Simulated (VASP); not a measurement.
GaN: relaxation of the atoms with LDA

Crystal: GaN.

```
Ga N
1.0
     0.00000    2.15855    2.33586
     2.15855    0.00000    2.33586
     2.15855    2.15855    0.00000
Ga N
1 1
Cartesian
  0.0000 0.0000 0.0000
  1.0793 1.0793 1.1679
```

This cell differs from its parent crystal: strained cell.

| Item | Value |
| --- | --- |
| Program | VASP 6.6.1 |
| Task | relaxation of the atoms |
| Functional | LDA |
| Potentials or basis | VASP PAW LDA potentials, release 64 (Ga_d, N) |
| Cutoff | 520 eV |
| k mesh | 10 × 10 × 10 |
| Occupations | gaussian, width 0.02 eV |
| Spin | no spin polarisation |
| Dipole correction | no |
| Further INCAR settings | ALGO = Normal; EDIFF = 1e-07; IBRION = 2; EDIFFG = -0.002; NSW = 60 |

* Pressure after relaxing: 3.9 GPa
* Band gap on the k mesh: 1.91 eV

Stress tensor (GPa, compression positive):
```
 7.99  0.00  0.00
 0.00  7.99  0.00
 0.00  0.00 -4.15
```

Final structure:
```yaml
crystal:
  lattice:
    - [0.00000, 2.15855, 2.33586]
    - [2.15855, 0.00000, 2.33586]
    - [2.15855, 2.15855, 0.00000]
  atoms:
    - { symbol: Ga, position: [0.00000, 0.00000, 0.00000] }
    - { symbol: N, position: [0.25000, 0.25000, 0.25000] }
```

Levels at points of the mesh, in eV from the valence-band top:
```tsv
k point	band 5	band 6	band 7	band 8	band 9	band 10	band 11	band 12	band 13
(0.00, 0.00, 0.00)	-13.41	-13.40	-0.44	0.00	0.00	1.91	10.25	10.25	10.46
(0.50, 0.00, 0.00)	-13.32	-12.02	-7.58	-1.52	-0.85	4.55	8.72	9.97	10.96
(0.50, 0.50, 0.00)	-13.33	-11.86	-7.15	-2.61	-2.61	3.55	7.48	10.97	14.41
(0.50, 0.00, 0.50)	-13.31	-11.39	-6.24	-3.25	-3.22	2.95	6.21	12.07	13.01
```

Wall time 52 s on 1 thread of Oxide Virtual Turin-like Processor, with other jobs on the host, peak memory 0.12 GiB.

Caveat: the cell differs from its parent crystal (strained cell).
